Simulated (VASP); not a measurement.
Set up this calculation in VASP 6.6.1, as the native input.

```
Task                   : single point
Functional             : PBE
Potentials or basis    : VASP PAW PBE potentials, release 64 (Mg_sv, O)
Cutoff                 : 840 eV
k mesh                 : 8 × 8 × 8
Occupations            : gaussian, width 0.1 eV
Spin                   : no spin polarisation
Dipole correction      : no
Further INCAR settings : ALGO = Normal; EDIFF = 1e-06; NBANDS = 15
```

The structure of MgO lies in POSCAR:

```
MgO
1.0
    0.0000000000      2.1012357976      2.1012357976
    2.1012357976      0.0000000000      2.1012357976
    2.1012357976      2.1012357976      0.0000000000
Mg O
1 1
Direct
    0.0000000000      0.0000000000      0.0000000000
    0.5000000000      0.5000000000      0.5000000000
```

One way to write it, as run:

INCAR

```
ALGO = Normal
EDIFF = 1E-6
ENCUT = 840
GGA = PE
GGA_COMPAT = F
ISIF = 2
ISMEAR = 0
LASPH = T
LCHARG = T
LELF = T
LREAL = F
LVHAR = T
LWAVE = F
NBANDS = 15
NELM = 120
PREC = Accurate
SIGMA = 0.1
```

KPOINTS

```
k-points
0
Gamma
  8 8 8
```

Potentials or basis: VASP PAW PBE potentials, release 64 (Mg_sv, O).

Command:

```sh
$ cat potpaw_PBE.64/Mg_sv/POTCAR potpaw_PBE.64/O/POTCAR > POTCAR
$ mpirun -np 1 vasp_std > vasp.out
```

It gave:

The pressure is 6.0 GPa. The band gap on the k mesh is 4.81 eV.

Caveat: the cell stands under pressure.

It took 14 s on 1 thread of Intel(R) Xeon(R) Platinum 8259CL CPU @ 2.50GHz (Skylake/Cascade Lake), on a shared host, peak memory 0.15 GiB.
